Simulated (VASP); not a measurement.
## Au: relaxation of cell and atoms with LDA

Crystal: Au.

```
CELL_PARAMETERS angstrom
2.78078 0.00000 0.00000
-1.39039 2.40823 0.00000
0.00000 0.00000 9.03755
ATOMIC_POSITIONS crystal
Au 0.00000 0.00000 0.00000
Au 0.00000 0.00000 0.50000
Au 0.33333 0.66667 0.25000
Au 0.66667 0.33333 0.75000
```

This isn't the form of Au at room conditions, which is fcc.

* Program: VASP 6.6.1
* Task: relaxation of cell and atoms
* Functional: LDA
* Potentials or basis: VASP PAW LDA potentials, release 64 (Au)
* Cutoff: 600 eV
* k mesh: 13 × 13 × 4
* Occupations: fermi-dirac, width 0.1 eV
* Spin: no spin polarisation
* Target pressure: 23 GPa
* Dipole correction: no
* Further INCAR settings: ALGO = Normal; EDIFF = 1e-07; IBRION = 2; EDIFFG = -0.005; NSW = 60; ISIF = 3

The relaxed volume is 15.17 Å³/atom and the relaxed cell is a = 2.767 Å, b = 2.767 Å, c = 9.149 Å, α = 90.00°, β = 90.00°, γ = 120.00°. The space group after relaxing (to 0.1 Å) is P6_3/mmc (No. 194) and the energy change on relaxing (the run minimises the enthalpy) is -7.1 meV/atom. The ionic steps are 5. The pressure after relaxing is 23.0 GPa and the band gap on the k mesh is zero (bands 22 and 23 overlap by 5.58 eV).

Step by step:
| step | energy change (eV) | largest force (eV/Å) | pressure (GPa) | volume (Å³) |
| --- | --- | --- | --- | --- |
| 1 | 0.0000 | 0.0000 | 23.68 | 60.52 |
| 2 | -0.0858 | 0.0000 | 20.81 | 61.08 |
| 3 | -0.0639 | 0.0000 | 21.61 | 60.93 |
| 4 | 0.0285 | 0.0000 | 25.00 | 60.30 |
| 5 | -0.0284 | 0.0000 | 22.97 | 60.66 |

Final structure:
```
Au
1.0
     2.76695    0.00000    0.00000
    -1.38348    2.39625    0.00000
     0.00000    0.00000    9.14946
Au
4
Direct
  0.00000 0.00000 0.00000
  0.00000 0.00000 0.50000
  0.33333 0.66667 0.25000
  0.66667 0.33333 0.75000
```

Levels at points of the mesh, in eV from the Fermi level:
| k point | band 18 | band 19 | band 20 | band 21 | band 22 | band 23 | band 24 | band 25 | band 26 |
| --- | --- | --- | --- | --- | --- | --- | --- | --- | --- |
| (0.00, 0.00, 0.00) | -3.31 | -3.31 | -2.90 | -2.90 | -2.18 | -2.18 | -1.68 | 3.52 | 11.53 |
| (0.00, 0.00, 0.50) | -3.61 | -3.61 | -3.61 | -2.49 | -2.49 | -2.49 | -2.49 | 6.72 | 6.72 |

Run time: 4.8 min on 1 thread of Intel(R) Xeon(R) Platinum 8259CL CPU @ 2.50GHz (Skylake/Cascade Lake) (shared host), peak memory 0.23 GiB.

Caveat: the cell is relaxed towards a set pressure, so the run minimises the enthalpy, not the energy; spin-orbit coupling is left out, which moves the levels of the heavy elements.
